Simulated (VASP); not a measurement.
# BN (P1) in VASP: further runs

The runs below take BN through single point, with PBE, LDA.

Everything below comes from runs of VASP 6.6.1. Logs are shortened: lines on timing, memory, paths and dates and some standing lists are left out, and cuts for length are marked.

### 1 The cell of the first run

The typed cell holds 2 atoms: a = 2.508 Å, b = 2.508 Å, c = 3.274 Å, α = 101.11°, β = 101.11°, γ = 119.81°.

### 2 Single point, PBE

Input file INCAR:

```
PREC = Accurate
ENCUT = 600
EDIFF = 1E-6
ISMEAR = -5
SIGMA = 0.1
LREAL = False
LASPH = True
NELM = 120
ALGO = Normal
ISIF = 2
LWAVE = False
LCHARG = False
GGA = PE
NBANDS = 11
GGA_COMPAT = False
```

Input file KPOINTS:

```
Automatic mesh
0
Gamma
  2 2 6
  0.25 0.25 0.25
```

Input file POSCAR:

```
BN
1.0
    2.5080409239      0.0000000000      0.0000000000
   -1.2467107647      2.1762310413      0.0000000000
   -0.6306650796     -1.0881155206      3.0225400000
B N
1 1
Direct
    0.9796430000      0.9834990000      0.0018060000
    0.6685060000      0.3323850000      0.9849990000
```

Potentials or basis: VASP PAW PBE potentials, release 64 (B, N).

Command:

```bash
$ cat potpaw_PBE.64/B/POTCAR potpaw_PBE.64/N/POTCAR > POTCAR
$ mpirun -np 1 vasp_std > vasp.out
```

OUTCAR:

```text
PREC = Accurate
   ENCUT = 600
   EDIFF = 1E-6
   ISMEAR = -5
   LREAL = False
   LASPH = True
   NELM = 120
   ISIF = 2
   GGA = PE

 ion  position               nearest neighbor table
   1  0.980  0.983  0.002-   2 1.40   2 1.43   2 1.52
   2  0.669  0.332  0.985-   1 1.40   1 1.43   1 1.52

  LATTYP: Found a face centered orthorhombic cell.
 ALAT       =     2.5153400000
 B/A-ratio  =     1.7253460765
 C/A-ratio  =     2.4032854405

  Lattice vectors:

 A1 = (  -1.8773758443,   1.0881155207,   3.0225400000)
 A2 = (   0.6306650796,   1.0881155207,   3.0225400000)
 A3 = (  -1.2467107647,   2.1762310413,   0.0000000000)

Analysis of symmetry for initial positions (statically):
=====================================================================
 Subroutine PRICEL returns:
 Original cell was already a primitive cell.

 Routine SETGRP: Setting up the symmetry group for a
 face centered orthorhombic supercell.

 Subroutine GETGRP returns: Found  1 space group operations
 (whereof  1 operations were pure point group operations)
 out of a pool of  8 trial point group operations.

The static configuration has the point symmetry C_1 .

Analysis of symmetry for dynamics (positions and initial velocities):
=====================================================================
 Subroutine PRICEL returns:
 Original cell was already a primitive cell.

 Routine SETGRP: Setting up the symmetry group for a
 face centered orthorhombic supercell.

 Subroutine GETGRP returns: Found  1 space group operations
 (whereof  1 operations were pure point group operations)
 out of a pool of  8 trial point group operations.

The dynamic configuration has the point symmetry C_1 .

 Subroutine INISYM returns: Found  1 space group operations
 (whereof  1 operations are pure point group operations),
 and found     1 'primitive' translations

----------------------------------------------------------------------------------------

                                     Primitive cell

  volume of cell :      16.4973

  direct lattice vectors                    reciprocal lattice vectors
     2.508040924  0.000000000  0.000000000     0.398717577  0.228415773  0.165423783
    -1.246710765  2.176231041  0.000000000     0.000000000  0.459510034  0.165423783
    -0.630665080 -1.088115521  3.022540000     0.000000000  0.000000000  0.330847565

  length of vectors
     2.508040924  2.508040924  3.273756540     0.488379462  0.488379462  0.330847565

  position of ions in fractional coordinates (direct lattice)
     0.979643000  0.983499000  0.001806000
     0.668506000  0.332385000  0.984999000

  ion indices of the primitive-cell ions
   primitive index   ion index
                 1           1
                 2           2

----------------------------------------------------------------------------------------

 KPOINTS: Automatic mesh

Automatic generation of k-mesh.
 Grid dimensions read from file:
 generate k-points for:    2    2    6

 Generating k-lattice:

  Cartesian coordinates                     Fractional coordinates (reciprocal lattice)
     0.199358788  0.114207886  0.082711891     0.500000000 -0.000000000 -0.000000000
     0.000000000  0.229755017  0.082711891     0.000000000  0.500000000  0.000000000
     0.000000000  0.000000000  0.055141261     0.000000000  0.000000000  0.166666667

  Length of vectors
     0.244189731  0.244189731  0.055141261

  Shift w.r.t. Gamma in fractional coordinates (k-lattice)
     0.250000000  0.250000000  0.250000000

 TETIRR: Found    144 inequivalent tetrahedra from      288

 Subroutine IBZKPT returns following result:
 ===========================================

 Found     24 irreducible k-points:

 Following reciprocal coordinates:
            Coordinates               Weight
  0.125000  0.125000  0.041667      2.000000
  0.125000  0.125000 -0.291667      2.000000
 -0.375000  0.125000  0.041667      2.000000
  0.125000 -0.375000  0.208333      2.000000
 -0.125000  0.375000 -0.041667      2.000000
  0.375000 -0.125000 -0.208333      2.000000
[... 16 lines left out ...]
  0.125000  0.125000 -0.125000      2.000000
 -0.375000 -0.375000 -0.125000      2.000000
   k-points           NKPTS =     24   k-points in BZ     NKDIM =     24   number of bands    NBANDS=     11
   number of dos      NEDOS =    301   number of ions     NIONS =      2
   total plane-waves  NPLWV =  11200
   dimension x,y,z NGX =    20 NGY =   20 NGZ =   28
   dimension x,y,z NGXF=    40 NGYF=   40 NGZF=   56
   ions per type =               1   1
   NGX,Y,Z   is equivalent  to a cutoff of  13.26, 13.26, 14.22 a.u.
   NGXF,Y,Z  is equivalent  to a cutoff of  26.51, 26.51, 28.44 a.u.
 SYSTEM =  unknown system
   PREC   = accura    normal or accurate (medium, high low for compatibility)
   ISTART =      0    job   : 0-new  1-cont  2-samecut
   ICHARG =      2    charge: 1-file 2-atom 10-const
   ISPIN  =      1    spin polarized calculation?
   LNONCOLLINEAR =      F non collinear calculations
   LSORBIT =      F    spin-orbit coupling
   LASPH  =      T    aspherical Exc in radial PAW
   ENCUT  =  600.0 eV  44.10 Ry    6.64 a.u.   5.01  5.01  6.54*2*pi/ulx,y,z
   NELM   =    120;   NELMIN=  2; NELMDL= -5     # of ELM steps
   EDIFF  = 0.1E-05   stopping-criterion for ELM
   LREAL  =      F    real-space projection
   EDIFFG = 0.1E-04   stopping-criterion for IOM
   NSW    =      0    number of steps for IOM
   IBRION =     -1    ionic relax: 0-MD 1-quasi-New 2-CG
   NFREE  =      0    steps in history (QN), initial steepest desc. (CG)
   ISIF   =      2    stress and relaxation
   ISYM   =      2    0-nonsym 1-usesym 2-fastsym
   POTIM  = 0.5000    time-step for ionic-motion
   TEBEG  =    0.0;   TEEND  =   0.0 temperature during run
   PSTRESS=    0.0 pullay stress
   NELECT =       8.0000    total number of electrons
   NUPDOWN=      -1.0000    fix difference up-down
   EMIN   =  10.00;   EMAX   =-10.00  energy-range for DOS
   EFERMI =   0.00;   METHOD = LEGACY
   ISMEAR =    -5;   SIGMA  =   0.10  broadening in eV -4-tet -1-fermi 0-gaus
   EFERMI_NEDOS =   21; number of points for ismear=-14 and -15
   IALGO  =     38    algorithm
   IMIX   =      4    mixing-type and parameters
     AMIX     =   0.40;   BMIX     =  1.00
     AMIX_MAG =   1.60;   BMIX_MAG =  1.00
  volume/ion in A,a.u.               =       8.25        55.66
  Fermi-wavevector in a.u.,A,eV,Ry     =   1.286178  2.430523 22.507475  1.654253
  Thomas-Fermi vector in A             =   2.418268
   LORBIT       =      0    0 simple, 1 ext, 2 COOP (PROOUT), +10 PAW based schemes
   GGA     = PE    functional components
   LHFCALC =     F    Hartree Fock is set to
   AEXX    =    0.0000 exact exchange contribution
   IVDW    =     0    specifies the selected vdW correction
   LEPSILON=     F    determine dielectric tensor
   LRPA    =     F    only Hartree local field effects (RPA)
 non-spin polarized calculation
 Fermi weights with tetrahedron method with Bloechl corrections
  energy-cutoff  :      600.00
  volume of cell :       16.50
 maximum number of plane-waves:       560
   NGX =  9   NGY =  9   NGZ = 13

 number of electron       8.0000000 magnetization

 Free energy of the ion-electron system (eV)
  ---------------------------------------------------
  ext. energy  EPLUGINS =         0.00000000
  ---------------------------------------------------
  free energy    TOTEN  =       -17.82914518 eV

  energy without entropy =      -17.82914518  energy(sigma->0) =      -17.82914518

 E-fermi :   3.5291     XC(G=0): -10.6923

 val. band max:        3.4151005060   @ k =  -0.3750  -0.3750  -0.1250
 cond. band min:       6.8092931114   @ k =  -0.3750  -0.3750   0.3750
 fundamental gap:      3.3941926054
 Fermi energy:         3.5291063902

 k-point     1 :       0.1250    0.1250    0.0417
  band No.  band energies     occupation
      1     -13.8979      2.00000
      2      -1.2777      2.00000
      3      -0.2740      2.00000
      4       0.1768      2.00000
      5      11.2334      0.00000
      6      13.8466      0.00000
      7      14.5858      0.00000
      8      17.6551      0.00000
      9      20.7647      0.00000
     10      23.8803      0.00000
     11      29.1906      0.00000

 k-point     2 :       0.1250    0.1250   -0.2917
  band No.  band energies     occupation
      1     -13.8977      2.00000
      2      -1.2772      2.00000
      3      -0.3002      2.00000
      4       0.2089      2.00000
      5      11.1734      0.00000
      6      13.8865      0.00000
      7      14.5586      0.00000
      8      17.7112      0.00000
      9      20.8303      0.00000
     10      23.8084      0.00000
     11      29.2178      0.00000

 k-point     3 :      -0.3750    0.1250    0.0417
  band No.  band energies     occupation
      1     -12.8677      2.00000
      2      -3.1941      2.00000
      3      -1.5595      2.00000
      4       1.4378      2.00000
      5      10.7695      0.00000
      6      12.4704      0.00000
      7      14.7931      0.00000
      8      19.9495      0.00000
      9      21.5587      0.00000
     10      23.4726      0.00000
     11      28.4993      0.00000

 k-point     4 :       0.1250   -0.3750    0.2083
  band No.  band energies     occupation
      1     -12.9510      2.00000
      2      -3.6973      2.00000
      3      -0.7705      2.00000
      4       1.6433      2.00000
      5      10.1008      0.00000
      6      12.3357      0.00000
      7      15.8121      0.00000
      8      18.8867      0.00000
      9      21.9341      0.00000
     10      23.6505      0.00000
     11      28.5829      0.00000

 k-point     5 :      -0.1250    0.3750   -0.0417
  band No.  band energies     occupation
      1     -12.9510      2.00000
      2      -3.6991      2.00000
      3      -0.7723      2.00000
      4       1.6651      2.00000
      5       9.9418      0.00000
      6      12.4936      0.00000
      7      15.8002      0.00000
      8      18.9481      0.00000
      9      21.5995      0.00000
     10      23.9666      0.00000
     11      29.1255      0.00000
[... 211 lines left out ...]
 k-point    21 :      -0.1250    0.3750    0.4583
  band No.  band energies     occupation
      1     -12.5884      2.00000
      2      -3.7524      2.00000
      3      -0.7090      2.00000
      4      -0.5950      2.00000
      5      10.2055      0.00000
      6      14.8003      0.00000
      7      17.3994      0.00000
      8      19.0872      0.00000
      9      21.7515      0.00000
     10      24.6378      0.00000
     11      26.9827      0.00000

 k-point    22 :       0.3750   -0.1250    0.2917
  band No.  band energies     occupation
      1     -12.4984      2.00000
      2      -3.2661      2.00000
      3      -1.4905      2.00000
      4      -0.7253      2.00000
      5      10.7319      0.00000
      6      14.2729      0.00000
      7      17.4003      0.00000
      8      18.8152      0.00000
      9      22.7329      0.00000
     10      24.9786      0.00000
     11      26.2903      0.00000

 k-point    23 :       0.1250    0.1250   -0.1250
  band No.  band energies     occupation
      1     -14.0162      2.00000
      2      -1.1991      2.00000
      3       0.1826      2.00000
      4       0.5808      2.00000
      5      10.3088      0.00000
      6      13.1251      0.00000
      7      14.6697      0.00000
      8      17.5127      0.00000
      9      20.9551      0.00000
     10      22.8146      0.00000
     11      29.2300      0.00000

 k-point    24 :      -0.3750   -0.3750   -0.1250
  band No.  band energies     occupation
      1     -11.2480      2.00000
      2      -5.4382      2.00000
      3      -3.3480      2.00000
      4       3.4151      2.00000
      5       8.7038      0.00000
      6      15.3058      0.00000
      7      16.8359      0.00000
      8      18.0823      0.00000
      9      19.8008      0.00000
     10      23.7514      0.00000
     11      27.2722      0.00000

------------------------ aborting loop because EDIFF is reached ----------------------------------------

  FORCE on cell =-STRESS in cart. coord.  units (eV):
  Direction    XX          YY          ZZ          XY          YZ          ZX
  --------------------------------------------------------------------------------------
  -------------------------------------------------------------------------------------
  Total        0.0429972     -0.1942862      1.0712026     -1.5311185      0.1086611      0.0445087
  in kB        4.1757910    -18.8686518    104.0328555   -148.6988869     10.5529314      4.3225893
  external PRESSURE =      29.7799982 kB  Pullay stress =       0.0000000 kB

 VOLUME and BASIS-vectors are now :
 -----------------------------------------------------------------------------
  energy-cutoff  :      600.00
  volume of cell :       16.50
      direct lattice vectors                 reciprocal lattice vectors
     2.508040924  0.000000000  0.000000000     0.398717577  0.228415773  0.165423783
    -1.246710765  2.176231041  0.000000000     0.000000000  0.459510034  0.165423783
    -0.630665080 -1.088115521  3.022540000     0.000000000  0.000000000  0.330847565

 POSITION                                       TOTAL-FORCE (eV/Angst)
 -----------------------------------------------------------------------------------
      1.22971      2.13836      0.00546         1.577225      1.762643     -0.555014
      0.64105     -0.34845      2.97720        -1.577225     -1.762643      0.555014
 -----------------------------------------------------------------------------------
    total drift:                               -0.000229     -0.000110     -0.000136

  FREE ENERGIE OF THE ION-ELECTRON SYSTEM (eV)
  ---------------------------------------------------
  free  energy   TOTEN  =       -17.8291451795 eV

  energy  without entropy=      -17.8291451795  energy(sigma->0) =      -17.82914518
```

It took 6.6 s on 1 thread of Intel Xeon 6975P-C, shared host; peak memory 0.12 GiB.

What came out:

```
Free energy            : -17.8291 eV
Pressure               : 3.0 GPa
Largest force          : 2.430 eV/Å
Band gap on the k mesh : 3.39 eV, indirect (least direct gap 4.74 eV)
```

Forces in eV/Å, atoms in the order of the input:
```
B    1.577  1.763 -0.555
N   -1.577 -1.763  0.555
```

Caveat: the k points lie up to 1.53 Å⁻¹ apart; forces of over 1 eV/Å act on the atoms, so gaps and moduli don't describe the material at rest.

(Part 1 of 2 ends here.)
